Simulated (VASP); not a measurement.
# C (P2_1/c) in VASP: notebook, part 2 of 2

VASP 6.6.1. Earlier steps stand in the parts before.

### 3 Relaxation of cell and atoms, PBE

INCAR reads:

```
PREC = Accurate
ENCUT = 600
EDIFF = 1E-6
ISMEAR = 0
SIGMA = 0.1
LREAL = False
LASPH = True
NELM = 100
ALGO = Normal
ISIF = 3
LWAVE = False
LCHARG = False
GGA = PE
IBRION = 2
NSW = 90
EDIFFG = -0.04
```

KPOINTS reads:

```
regular mesh
0
Gamma
  6 8 6
```

POSCAR reads:

```
C
1.0
    2.7544920200      0.0000000000      0.0000000000
    0.0000000000      2.1271635300      0.0000000000
   -1.1382990200      0.0000000000      2.7687800900
C
4
Direct
    0.7743377800      0.1595428100      0.1612302100
    0.2256622200      0.6595428100      0.3387697900
    0.2256622200      0.8404571900      0.8387697900
    0.7743377800      0.3404571900      0.6612302100
```

Potentials or basis: VASP PAW PBE potentials, release 64 (C).

Run with:

```bash
$ cat potpaw_PBE.64/C/POTCAR > POTCAR
$ mpirun -np 1 vasp_std > vasp.out
```

It took 96 s on 1 thread of Intel Xeon 6975P-C (Granite Rapids), shared host; peak memory 0.13 GiB.

It converged, with:

| Quantity | Value |
| --- | --- |
| Free energy | -29.3532 eV |
| Relaxed volume | 7.38 Å³/atom |
| Relaxed cell | a = 3.824 Å, b = 2.472 Å, c = 3.303 Å, α = 90.00°, β = 109.12°, γ = 90.00° |
| Space group after relaxing (to 0.05 Å) | P2_1/m (No. 11) |
| Energy gained by relaxing | 2090.5 meV/atom |
| Ionic steps | 30 |
| Pressure after relaxing | 0.0 GPa |
| Largest force after relaxing | 0.010 eV/Å |
| Band gap on the k mesh | zero (band 8 reaches 6.77 eV, above the bottom of band 9 at 6.24 eV) |

Forces on the atoms (eV/Å):
```
C   -0.005 -0.007  0.006
C    0.005 -0.007 -0.006
C    0.005  0.007 -0.006
C   -0.005  0.007  0.006
```

Stress tensor (GPa, compression positive):
```
 0.07  0.00  0.29
 0.00  0.18  0.00
 0.29  0.00 -0.27
```

The path:
```tsv
step	energy change (eV)	largest force (eV/Å)	pressure (GPa)	volume (Å³)
1	0.0000	4.4778	218.37	16.22
2	-4.6523	1.9428	-56.42	32.37
3	-6.4845	2.7261	-19.03	24.91
4	-6.4880	2.7553	-16.13	24.60
5	-7.2150	1.8592	24.54	24.17
6	-7.3090	0.8927	11.90	24.27
7	-7.8015	1.1264	20.79	25.42
8	-7.8130	1.6152	30.49	26.11
9	-8.0775	0.5877	9.63	27.98
10	-8.1104	0.6114	0.64	28.91
11	-8.2292	0.1604	-1.59	29.13
12	-8.2615	0.3382	-2.60	29.30
13	-8.2619	0.3831	-2.69	29.32
14	-8.2860	0.3124	-2.02	29.18
15	-8.3064	0.1867	1.35	28.76
16	-8.3107	0.1260	0.01	28.90
17	-8.3110	0.1242	0.24	28.88
18	-8.3205	0.1248	1.09	28.86
19	-8.3233	0.1487	1.89	28.83
20	-8.3320	0.0999	1.61	29.00
21	-8.3464	0.2350	0.90	29.50
22	-8.3474	0.3191	0.63	29.68
23	-8.3529	0.1018	-1.80	29.89
24	-8.3532	0.0656	-2.46	29.95
25	-8.3560	0.0276	-1.33	29.83
26	-8.3573	0.0942	0.08	29.69
27	-8.3596	0.0090	0.27	29.59
28	-8.3603	0.0709	0.45	29.51
29	-8.3615	0.0406	0.24	29.51
30	-8.3619	0.0104	-0.01	29.51
```

Final structure:
```
C
1.0
     3.80745    0.00000    0.35973
     0.00000    2.47246    0.00000
    -1.37074    0.00000    3.00503
C
4
Direct
  0.88027 0.25094 0.20436
  0.11973 0.75094 0.29564
  0.11973 0.74906 0.79564
  0.88027 0.24906 0.70436
```

Levels at points of the mesh, in eV from the Fermi level:
```csv
k point,band 4,band 5,band 6,band 7,band 8,band 9,band 10,band 11,band 12
"(0.00, 0.00, 0.00)",-9.34,-6.52,-4.69,-2.79,-0.62,-0.37,3.50,5.82,8.33
"(0.50, 0.00, 0.00)",-10.12,-6.43,-2.40,-0.75,-0.41,0.69,3.38,4.11,7.53
"(0.00, 0.50, 0.00)",-7.42,-6.77,-6.77,-5.62,-5.62,2.81,2.81,4.87,4.87
"(0.50, 0.50, 0.00)",-7.47,-6.92,-6.92,-6.84,-6.84,3.25,3.25,9.59,9.59
"(0.00, 0.00, 0.50)",-7.72,-4.04,-4.04,-1.10,-1.10,2.27,2.27,3.81,3.81
"(0.50, 0.00, 0.50)",-8.40,-4.02,-4.02,-0.29,-0.29,2.61,2.61,3.85,3.85
"(0.00, 0.50, 0.50)",-14.29,-3.87,-3.87,-3.86,-3.86,5.60,5.60,5.61,5.61
"(0.50, 0.50, 0.50)",-14.22,-4.25,-4.25,-4.24,-4.24,5.78,5.78,5.79,5.79
```

Caveat: the k points lie up to 0.34 Å⁻¹ apart in the final cell; the volume moved by over 15 % at a fixed basis, so the end points are rough.

### 4 Single point, PBE, collinear spin, ferromagnetic start

INCAR reads:

```
PREC = Accurate
ENCUT = 520
EDIFF = 1E-6
ISMEAR = 0
SIGMA = 0.1
LREAL = F
LASPH = T
NELM = 150
ALGO = Normal
ISIF = 2
LWAVE = F
LCHARG = F
ISPIN = 2
MAGMOM = 1 1 1 1
LORBIT = 11
GGA = PE
NBANDS = 20
```

KPOINTS reads:

```
Automatic mesh
0
Gamma
  6 8 6
```

POSCAR is that of step 3.

Run with:

```bash
$ cat potpaw_PBE.64/C/POTCAR > POTCAR
$ mpirun -np 1 vasp_std > vasp.out
```

Run time: 22 s. Hardware: 1 thread of Intel Xeon 6975P-C (Granite Rapids), shared host; peak memory 0.15 GiB.

Results (log left out):

```
Free energy                                           : -20.9802 eV
Pressure                                              : 219.3 GPa
Largest force                                         : 4.477 eV/Å
Band gap on the k mesh                                : zero (filled and empty bands overlap)
Net moment                                            : 0.00 μB per cell
Valence electrons inside the program's atomic spheres : C 2.64
```

Forces on the atoms (eV/Å):
```
C    4.185  1.586 -0.102
C   -4.185  1.586  0.102
C   -4.185 -1.586  0.102
C    4.185 -1.586 -0.102
```

Stress tensor (GPa, compression positive):
```
217.10   0.00 -84.40
  0.00 329.20   0.00
-84.40   0.00 111.47
```

Levels at points of the mesh, in eV from the Fermi level:
Spin up:
| k point | band 5 | band 6 | band 7 | band 8 | band 9 | band 10 | band 11 | band 12 |
| --- | --- | --- | --- | --- | --- | --- | --- | --- |
| (0.00, 0.00, 0.00) | -8.56 | -6.67 | -6.48 | -4.25 | -0.50 | 8.33 | 8.82 | 11.51 |
| (0.50, 0.00, 0.00) | -7.10 | -2.06 | -0.57 | -0.36 | 2.59 | 3.74 | 4.73 | 10.44 |
| (0.00, 0.50, 0.00) | -6.50 | -6.50 | -5.75 | -5.75 | 0.09 | 0.09 | 0.59 | 0.59 |
| (0.50, 0.50, 0.00) | -10.31 | -10.31 | -7.20 | -7.20 | 2.35 | 2.35 | 10.45 | 10.45 |
| (0.00, 0.00, 0.50) | -4.56 | -4.56 | -0.07 | -0.07 | 3.70 | 3.70 | 7.98 | 7.98 |
| (0.50, 0.00, 0.50) | -2.40 | -2.40 | -0.21 | -0.21 | 4.60 | 4.60 | 6.33 | 6.33 |
| (0.00, 0.50, 0.50) | -8.14 | -8.14 | -4.37 | -4.37 | 3.64 | 3.64 | 6.91 | 6.91 |
| (0.50, 0.50, 0.50) | -11.87 | -11.87 | -7.96 | -7.96 | 5.88 | 5.88 | 6.92 | 6.92 |
Spin down:
| k point | band 4 | band 5 | band 6 | band 7 | band 8 | band 9 | band 10 | band 11 | band 12 | band 13 |
| --- | --- | --- | --- | --- | --- | --- | --- | --- | --- | --- |
| (0.00, 0.00, 0.00) | -11.90 | -8.56 | -6.67 | -6.48 | -4.25 | -0.50 | 8.33 | 8.82 | 11.51 | 11.76 |
| (0.50, 0.00, 0.00) | -12.40 | -7.10 | -2.06 | -0.57 | -0.36 | 2.59 | 3.74 | 4.73 | 10.44 | 11.26 |
| (0.00, 0.50, 0.00) | -10.15 | -6.50 | -6.50 | -5.75 | -5.75 | 0.09 | 0.09 | 0.59 | 0.59 | 6.71 |
| (0.50, 0.50, 0.00) | -15.89 | -10.31 | -10.31 | -7.20 | -7.20 | 2.35 | 2.35 | 10.45 | 10.45 | 12.23 |
| (0.00, 0.00, 0.50) | -12.74 | -4.56 | -4.56 | -0.07 | -0.07 | 3.70 | 3.70 | 7.98 | 7.98 | 8.79 |
| (0.50, 0.00, 0.50) | -16.60 | -2.40 | -2.40 | -0.21 | -0.21 | 4.60 | 4.60 | 6.33 | 6.33 | 10.38 |
| (0.00, 0.50, 0.50) | -17.85 | -8.14 | -8.14 | -4.37 | -4.37 | 3.64 | 3.64 | 6.91 | 6.91 | 10.98 |
| (0.50, 0.50, 0.50) | -16.05 | -11.87 | -11.87 | -7.96 | -7.96 | 5.88 | 5.88 | 6.92 | 6.92 | 12.59 |

Caveat: the k points lie up to 0.41 Å⁻¹ apart; forces of over 1 eV/Å act on the atoms, so gaps and moduli don't describe the material at rest.

### 5 Relaxation of cell and atoms, PBE

INCAR reads:

```
PREC = Accurate
ENCUT = 910
EDIFF = 1E-7
ISMEAR = 0
SIGMA = 0.1
LREAL = False
LASPH = True
NELM = 120
ALGO = Normal
ISIF = 3
LWAVE = False
LCHARG = False
GGA = PE
IBRION = 2
NSW = 90
EDIFFG = -0.04
GGA_COMPAT = False
NELMIN = 4
```

KPOINTS reads:

```
regular mesh
0
Gamma
  6 8 6
```

POSCAR is that of step 4.

Potentials or basis: VASP PAW PBE potentials, release 64 (C_h).

Run with:

```bash
$ cat potpaw_PBE.64/C_h/POTCAR > POTCAR
$ mpirun -np 1 vasp_std > vasp.out
```

Wall time 3.8 min (1 thread of Intel Xeon 6975P-C (Granite Rapids), shared host); peak memory 0.17 GiB.

It converged, with:

| Quantity | Value |
| --- | --- |
| Free energy | -29.0076 eV |
| Relaxed volume | 6.94 Å³/atom |
| Relaxed cell | a = 3.640 Å, b = 2.469 Å, c = 3.300 Å, α = 90.00°, β = 110.67°, γ = 90.00° |
| Space group after relaxing (to 0.05 Å) | P2_1/m (No. 11) |
| Energy gained by relaxing | 1992.8 meV/atom |
| Ionic steps | 29 |
| Pressure after relaxing | 0.0 GPa |
| Largest force after relaxing | 0.028 eV/Å |
| Band gap on the k mesh | zero (band 8 reaches 9.00 eV, above the bottom of band 9 at 7.91 eV) |

Forces on the atoms (eV/Å):
```
C   -0.027  0.005  0.001
C    0.027  0.005 -0.001
C    0.027 -0.005 -0.001
C   -0.027 -0.005  0.001
```

Stress tensor (GPa, compression positive):
```
-0.18  0.00  0.24
 0.00  0.28  0.00
 0.24  0.00 -0.17
```

The path:
```tsv
step	energy change (eV)	largest force (eV/Å)	pressure (GPa)	volume (Å³)
1	0.0000	4.4999	217.85	16.22
2	-4.1321	1.9829	-63.26	32.32
3	-6.3146	2.7626	-22.01	24.62
4	-6.3233	2.7963	-17.93	24.22
5	-6.9843	2.0993	26.22	23.71
6	-7.1229	0.8230	10.68	23.85
7	-7.5527	1.0434	19.38	24.81
8	-7.5651	1.3716	25.75	25.22
9	-7.7882	0.6541	-2.36	27.37
10	-7.7882	0.6585	-2.45	27.38
11	-7.8890	0.2866	-3.39	27.71
12	-7.8943	0.3861	-3.57	27.80
13	-7.9147	0.2994	-0.72	27.56
14	-7.9263	0.3178	4.51	27.18
15	-7.9362	0.0781	3.27	27.21
16	-7.9386	0.2077	2.27	27.23
17	-7.9467	0.1987	1.29	27.34
18	-7.9534	0.3661	-0.95	27.61
19	-7.9593	0.2417	-0.43	27.68
20	-7.9616	0.2406	0.14	27.75
21	-7.9651	0.0832	-0.74	27.78
22	-7.9659	0.0657	-1.40	27.81
23	-7.9682	0.0499	-0.51	27.73
24	-7.9693	0.0326	0.53	27.63
25	-7.9693	0.0304	0.70	27.61
26	-7.9701	0.0542	0.40	27.65
27	-7.9704	0.0941	0.14	27.68
28	-7.9710	0.0441	0.05	27.72
29	-7.9711	0.0275	-0.02	27.75
```

Final structure:
```
CELL_PARAMETERS angstrom
3.63233 0.00000 0.24001
0.00000 2.46882 0.00000
-1.36594 0.00000 3.00385
ATOMIC_POSITIONS crystal
C 0.87390 0.24917 0.20048
C 0.12610 0.74917 0.29952
C 0.12610 0.75083 0.79952
C 0.87390 0.25083 0.70048
```

Levels at points of the mesh, in eV from the Fermi level:
```tsv
k point	band 6	band 7	band 8	band 9	band 10	band 11
(0.00, 0.00, 0.00)	-5.03	-2.98	-1.07	-0.51	3.41	6.15
(0.50, 0.00, 0.00)	-2.36	-0.57	-0.21	0.93	3.33	3.72
(0.00, 0.50, 0.00)	-6.88	-5.45	-5.45	2.58	2.58	4.79
(0.50, 0.50, 0.00)	-7.33	-7.02	-7.02	3.23	3.23	10.37
(0.00, 0.00, 0.50)	-4.20	-1.06	-1.06	2.21	2.21	3.83
(0.50, 0.00, 0.50)	-4.16	-0.23	-0.23	2.52	2.52	3.96
(0.00, 0.50, 0.50)	-3.94	-3.93	-3.93	5.50	5.50	5.51
(0.50, 0.50, 0.50)	-4.46	-4.45	-4.45	5.66	5.66	5.67
```

Caveat: the k points lie up to 0.34 Å⁻¹ apart in the final cell; the cutoff is under 1.25 times the usual one of these potentials, so pressure, stress and relaxed cells hold a basis-set (Pulay) error; the volume moved by over 15 % at a fixed basis, so the end points are rough.

### 6 Overview

| task | potentials or basis | spin | cell | cutoff (eV) | second run | gap on the mesh (eV) | pressure (GPa) | relaxed volume (Å³/atom) | largest force (eV/Å) |
| --- | --- | --- | --- | --- | --- | --- | --- | --- | --- |
| single point | VASP PAW PBE potentials, release 64 (C) | off | as given | 520 | - | none | 219.3 | - | 4.48 |
| relaxation of cell and atoms | VASP PAW PBE potentials, release 64 (C) | off | relaxed | 600 | - | none | 0.0 | 7.38 | 0.01 |
| single point | VASP PAW PBE potentials, release 64 (C) | collinear, ferromagnetic start | as given | 520 | - | none | 219.3 | - | 4.48 |
| relaxation of cell and atoms | VASP PAW PBE potentials, release 64 (C_h) | off | relaxed | 910 | hard_potentials | none | 0.0 | 6.94 | 0.03 |

Alike in all rows: level PBE; k mesh 6 × 8 × 6; smearing gaussian 0.1 eV.

Caveats: all runs use coarse meshes; forces of over 1 eV/Å act on the atoms, so gaps and moduli don't describe the material at rest (some runs); the volume moved by over 15 % at a fixed basis, so the end points are rough (some runs); the cutoff is under 1.25 times the usual one of these potentials, so pressure, stress and relaxed cells hold a basis-set (Pulay) error (some runs).

Total energies depend on the potentials used, so only differences within one code and one set of settings carry meaning.
